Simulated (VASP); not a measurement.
# CdF2 (Fm-3m) in VASP: single point with r2SCAN

Aim: the single point of CdF2 with r2SCAN.

Everything below comes from runs of VASP 6.6.1. Logs are shortened: lines on timing, memory, paths and dates and some standing lists are left out, and cuts for length are marked.

## (1) The cell of the first run

Symmetry: Fm-3m, No. 225, cubic system. Conventional cell: a = 5.291 Å, b = 5.291 Å, c = 5.291 Å, α = 90.00°, β = 90.00°, γ = 90.00°. Cd (site symmetry m-3m) has 8 F at 2.29 Å within 3.0 Å. Within 3.0 Å of F (site symmetry -43m) lie 4 Cd at 2.29 Å and 6 F at 2.65 Å.

## (2) Single point, r2SCAN

POSCAR reads:

```
CdF2
1.0
    2.6456748444      2.6456748444      0.0000000000
   -2.6456748444      2.6456748444      0.0000000000
    0.0000000000      2.6456748444      2.6456748444
Cd F
1 2
Direct
    0.0000000000      0.0000000000      0.0000000000
    0.2500000000      0.7500000000      0.5000000000
    0.7500000000      0.2500000000      0.5000000000
```

INCAR.step1 reads:

```
PREC = Accurate
ENCUT = 770
ISMEAR = 0
SIGMA = 0.01
LREAL = False
LASPH = True
NELM = 120
NBANDS = 24
GGA = PE
ALGO = Normal
EDIFF = 1E-5
LWAVE = True
LCHARG = False
GGA_COMPAT = False
```

INCAR.step2 reads:

```
PREC = Accurate
ENCUT = 770
EDIFF = 1E-6
ISMEAR = 0
SIGMA = 0.01
LREAL = False
LASPH = True
NELM = 120
ALGO = Normal
ISIF = 2
LWAVE = False
LCHARG = False
METAGGA = R2SCAN
LMIXTAU = True
NBANDS = 24
ISTART = 1
GGA_COMPAT = False
```

KPOINTS reads:

```
regular mesh
0
Gamma
  8 8 8
```

Potentials or basis: VASP PAW PBE potentials, release 64 (Cd_sv_GW, F).

The run is started by

```console
cat potpaw_PBE.64/Cd_sv_GW/POTCAR potpaw_PBE.64/F/POTCAR > POTCAR
cp INCAR.step1 INCAR
mpirun -np 1 vasp_std > vasp.out
cp INCAR.step2 INCAR
mpirun -np 1 vasp_std > vasp.out
```

OUTCAR:

```text
PREC = Accurate
   ENCUT = 770
   EDIFF = 1E-6
   ISMEAR = 0
   LREAL = False
   LASPH = True
   NELM = 120
   ISIF = 2
   METAGGA = R2SCAN
   ISTART = 1

 ion  position               nearest neighbor table
   1  0.000  0.000  0.000-
   2  0.250  0.750  0.500-
   3  0.750  0.250  0.500-

  LATTYP: Found a face centered cubic cell.
 ALAT       =     5.2913496888

  Lattice vectors:

 A1 = (   0.0000000000,   2.6456748444,   2.6456748444)
 A2 = (   2.6456748444,   0.0000000000,   2.6456748444)
 A3 = (   2.6456748444,   2.6456748444,   0.0000000000)

Analysis of symmetry for initial positions (statically):
=====================================================================
 Subroutine PRICEL returns:
 Original cell was already a primitive cell.

 Routine SETGRP: Setting up the symmetry group for a
 face centered cubic supercell.

 Subroutine GETGRP returns: Found 48 space group operations
 (whereof 48 operations were pure point group operations)
 out of a pool of 48 trial point group operations.

The static configuration has the point symmetry O_h .

Analysis of symmetry for dynamics (positions and initial velocities):
=====================================================================
 Subroutine PRICEL returns:
 Original cell was already a primitive cell.

 Routine SETGRP: Setting up the symmetry group for a
 face centered cubic supercell.

 Subroutine GETGRP returns: Found 48 space group operations
 (whereof 48 operations were pure point group operations)
 out of a pool of 48 trial point group operations.

The dynamic configuration has the point symmetry O_h .

 Subroutine INISYM returns: Found 48 space group operations
 (whereof 48 operations are pure point group operations),
 and found     1 'primitive' translations

----------------------------------------------------------------------------------------

                                     Primitive cell

  volume of cell :      37.0373

  direct lattice vectors                    reciprocal lattice vectors
     2.645674844  2.645674844  0.000000000     0.188987699  0.188987699 -0.188987699
    -2.645674844  2.645674844  0.000000000    -0.188987699  0.188987699 -0.188987699
     0.000000000  2.645674844  2.645674844     0.000000000  0.000000000  0.377975397

  length of vectors
     3.741549247  3.741549247  3.741549247     0.327336296  0.327336296  0.377975397

  position of ions in fractional coordinates (direct lattice)
     0.000000000  0.000000000  0.000000000
     0.250000000  0.750000000  0.500000000
     0.750000000  0.250000000  0.500000000

  ion indices of the primitive-cell ions
   primitive index   ion index
                 1           1
                 2           2
                 3           3

----------------------------------------------------------------------------------------

 KPOINTS: regular mesh

Automatic generation of k-mesh.
 Grid dimensions read from file:
 generate k-points for:    8    8    8

 Generating k-lattice:

  Cartesian coordinates                     Fractional coordinates (reciprocal lattice)
     0.023623462  0.023623462 -0.023623462     0.125000000  0.000000000  0.000000000
    -0.023623462  0.023623462 -0.023623462     0.000000000  0.125000000  0.000000000
     0.000000000  0.000000000  0.047246925     0.000000000  0.000000000  0.125000000

  Length of vectors
     0.040917037  0.040917037  0.047246925

  Shift w.r.t. Gamma in fractional coordinates (k-lattice)
     0.000000000  0.000000000  0.000000000

 Subroutine IBZKPT returns following result:
 ===========================================

 Found     29 irreducible k-points:

 Following reciprocal coordinates:
            Coordinates               Weight
  0.000000  0.000000  0.000000      1.000000
  0.125000  0.000000  0.000000      8.000000
  0.250000  0.000000  0.000000      8.000000
  0.375000  0.000000  0.000000      8.000000
  0.500000  0.000000  0.000000      4.000000
  0.125000  0.125000  0.000000     12.000000
[... 16 lines left out ...]
  0.375000  0.250000  0.125000     48.000000
  0.500000  0.250000  0.125000     24.000000
 [... further k-points ...]
   k-points           NKPTS =     29   k-points in BZ     NKDIM =     29   number of bands    NBANDS=     24
   number of dos      NEDOS =    301   number of ions     NIONS =      3
   total plane-waves  NPLWV =  46656
   dimension x,y,z NGX =    36 NGY =   36 NGZ =   36
   dimension x,y,z NGXF=    72 NGYF=   72 NGZF=   72
   ions per type =               1   2
   NGX,Y,Z   is equivalent  to a cutoff of  16.00, 16.00, 16.00 a.u.
   NGXF,Y,Z  is equivalent  to a cutoff of  31.99, 31.99, 31.99 a.u.
 SYSTEM =  unknown system
   PREC   = accura    normal or accurate (medium, high low for compatibility)
   ISTART =      1    job   : 0-new  1-cont  2-samecut
   ICHARG =      0    charge: 1-file 2-atom 10-const
   ISPIN  =      1    spin polarized calculation?
   LNONCOLLINEAR =      F non collinear calculations
   LSORBIT =      F    spin-orbit coupling
   LASPH  =      T    aspherical Exc in radial PAW
   ENCUT  =  770.0 eV  56.59 Ry    7.52 a.u.   8.47  8.47  8.47*2*pi/ulx,y,z
   NELM   =    120;   NELMIN=  2; NELMDL=  0     # of ELM steps
   EDIFF  = 0.1E-05   stopping-criterion for ELM
   LREAL  =      F    real-space projection
[... 7 lines left out ...]
   TEBEG  =    0.0;   TEEND  =   0.0 temperature during run
   PSTRESS=    0.0 pullay stress
   NELECT =      34.0000    total number of electrons
   NUPDOWN=      -1.0000    fix difference up-down
   EMIN   =  10.00;   EMAX   =-10.00  energy-range for DOS
   EFERMI =   0.00;   METHOD = LEGACY
   ISMEAR =     0;   SIGMA  =   0.01  broadening in eV -4-tet -1-fermi 0-gaus
   EFERMI_NEDOS =   21; number of points for ismear=-14 and -15
   IALGO  =     38    algorithm
   IMIX   =      4    mixing-type and parameters
     AMIX     =   0.40;   BMIX     =  1.00
     AMIX_MAG =   1.60;   BMIX_MAG =  1.00
  volume/ion in A,a.u.               =      12.35        83.31
  Fermi-wavevector in a.u.,A,eV,Ry     =   1.591065  3.006677 34.442996  2.531489
  Thomas-Fermi vector in A             =   2.689663
   LORBIT       =      0    0 simple, 1 ext, 2 COOP (PROOUT), +10 PAW based schemes
   METAGGA = R2SCAN    functional components
   LHFCALC =     F    Hartree Fock is set to
   AEXX    =    0.0000 exact exchange contribution
   IVDW    =     0    specifies the selected vdW correction
   LEPSILON=     F    determine dielectric tensor
   LRPA    =     F    only Hartree local field effects (RPA)
 non-spin polarized calculation
 Gauss-broadening in eV      SIGMA  =   0.01
  energy-cutoff  :      770.00
  volume of cell :       37.04
 maximum number of plane-waves:      1817
 NGX is ok and might be reduce to    36
   NGX = 17   NGY = 17   NGZ = 17

 number of electron      34.0000000 magnetization

 Free energy of the ion-electron system (eV)
  ---------------------------------------------------
  ext. energy  EPLUGINS =         0.00000000
  ---------------------------------------------------
  free energy    TOTEN  =       -33.80226175 eV

  energy without entropy =      -33.80226175  energy(sigma->0) =      -33.80226175

 E-fermi :   0.9255     XC(G=0): -11.5355

 val. band max:        0.6042183131   @ k =   0.5000   0.5000   0.2500
 cond. band min:       4.5941457523   @ k =   0.0000   0.0000   0.0000
 fundamental gap:      3.9899274392
 Fermi energy:         0.9254753413

 k-point     1 :       0.0000    0.0000    0.0000
  band No.  band energies     occupation
      1    -100.2687      2.00000
      2     -60.4736      2.00000
      3     -60.4736      2.00000
      4     -60.4736      2.00000
      5     -21.6400      2.00000
      6     -20.4270      2.00000
[... 16 lines left out ...]
     23      21.9276      0.00000
     24      21.9276      0.00000

 k-point     2 :       0.1250    0.0000    0.0000
  band No.  band energies     occupation
      1    -100.2687      2.00000
      2     -60.4741      2.00000
      3     -60.4737      2.00000
      4     -60.4737      2.00000
      5     -21.5855      2.00000
      6     -20.4762      2.00000
[... 16 lines left out ...]
     23      21.5053      0.00000
     24      21.5053      0.00000

 k-point     3 :       0.2500    0.0000    0.0000
  band No.  band energies     occupation
      1    -100.2686      2.00000
      2     -60.4752      2.00000
      3     -60.4738      2.00000
      4     -60.4738      2.00000
      5     -21.4378      2.00000
      6     -20.6088      2.00000
[... 16 lines left out ...]
     23      20.7837      0.00000
     24      21.4834      0.00000

 k-point     4 :       0.3750    0.0000    0.0000
  band No.  band energies     occupation
      1    -100.2686      2.00000
      2     -60.4764      2.00000
      3     -60.4740      2.00000
      4     -60.4740      2.00000
      5     -21.2351      2.00000
      6     -20.7929      2.00000
[... 16 lines left out ...]
     23      20.2291      0.00000
     24      20.9626      0.00000

 k-point     5 :       0.5000    0.0000    0.0000
  band No.  band energies     occupation
      1    -100.2686      2.00000
      2     -60.4769      2.00000
      3     -60.4741      2.00000
      4     -60.4741      2.00000
      5     -21.0518      2.00000
      6     -20.9675      2.00000
[... 16 lines left out ...]
     23      20.0058      0.00000
     24      20.5442      0.00000

 k-point     6 :       0.1250    0.1250    0.0000
  band No.  band energies     occupation
      1    -100.2686      2.00000
      2     -60.4746      2.00000
      3     -60.4739      2.00000
      4     -60.4737      2.00000
      5     -21.5015      2.00000
      6     -20.5507      2.00000
[... 16 lines left out ...]
     23      20.6504      0.00000
     24      22.2141      0.00000
[... 379 lines left out ...]
 k-point    21 :       0.5000    0.5000    0.0000
  band No.  band energies     occupation
      1    -100.2685      2.00000
      2     -60.4769      2.00000
      3     -60.4748      2.00000
      4     -60.4748      2.00000
      5     -21.1262      2.00000
      6     -20.8391      2.00000
[... 16 lines left out ...]
     23      21.7265      0.00000
     24      22.8785      0.00000

 k-point    22 :       0.2500    0.2500    0.1250
  band No.  band energies     occupation
      1    -100.2686      2.00000
      2     -60.4756      2.00000
      3     -60.4744      2.00000
      4     -60.4741      2.00000
      5     -21.3345      2.00000
      6     -20.6919      2.00000
[... 16 lines left out ...]
     23      21.3750      0.00000
     24      24.1977      0.00000

 k-point    23 :       0.3750    0.2500    0.1250
  band No.  band energies     occupation
      1    -100.2686      2.00000
      2     -60.4762      2.00000
      3     -60.4748      2.00000
      4     -60.4743      2.00000
      5     -21.1712      2.00000
      6     -20.8338      2.00000
[... 16 lines left out ...]
     23      20.7772      0.00000
     24      23.9413      0.00000

 k-point    24 :       0.5000    0.2500    0.1250
  band No.  band energies     occupation
      1    -100.2685      2.00000
      2     -60.4765      2.00000
      3     -60.4750      2.00000
      4     -60.4744      2.00000
      5     -21.0188      2.00000
      6     -20.9765      2.00000
[... 16 lines left out ...]
     23      20.5188      0.00000
     24      24.0600      0.00000

 [... further k-points ...]
[... 5 lines left out ...]
  --------------------------------------------------------------------------------------
  -------------------------------------------------------------------------------------
  Total        1.5214028      1.5214028      1.5214028     -0.0000000      0.0000000     -0.0000000
  in kB       65.8135604     65.8135604     65.8135604     -0.0000000      0.0000000     -0.0000000
  external PRESSURE =      65.8135604 kB  Pullay stress =       0.0000000 kB

 VOLUME and BASIS-vectors are now :
 -----------------------------------------------------------------------------
  energy-cutoff  :      770.00
  volume of cell :       37.04
      direct lattice vectors                 reciprocal lattice vectors
     2.645674844  2.645674844  0.000000000     0.188987699  0.188987699 -0.188987699
    -2.645674844  2.645674844  0.000000000    -0.188987699  0.188987699 -0.188987699
     0.000000000  2.645674844  2.645674844     0.000000000  0.000000000  0.377975397

 POSITION                                       TOTAL-FORCE (eV/Angst)
 -----------------------------------------------------------------------------------
      0.00000      0.00000      0.00000        -0.000000      0.000000      0.000000
     -1.32284      3.96851      1.32284        -0.000000      0.000000     -0.000000
      1.32284      3.96851      1.32284         0.000000     -0.000000      0.000000
 -----------------------------------------------------------------------------------
    total drift:                                0.000000      0.000000      0.000000

  FREE ENERGIE OF THE ION-ELECTRON SYSTEM (eV)
  ---------------------------------------------------
  free  energy   TOTEN  =       -33.8022617513 eV

  energy  without entropy=      -33.8022617513  energy(sigma->0) =      -33.80226175
```

Run time: 2 min. Hardware: 1 thread of Intel Xeon 6975P-C (Granite Rapids), shared host; peak memory 0.25 GiB.

Results:

```yaml
Free_energy: -33.8023 eV
Pressure: 6.6 GPa
Band_gap_on_the_k_mesh: 3.99 eV (least direct gap 4.43 eV)
```

Caveat: the cell stands under pressure; the PAW data sets were made with another functional, which shifts forces and pressure a little. A k mesh can miss the band edges.
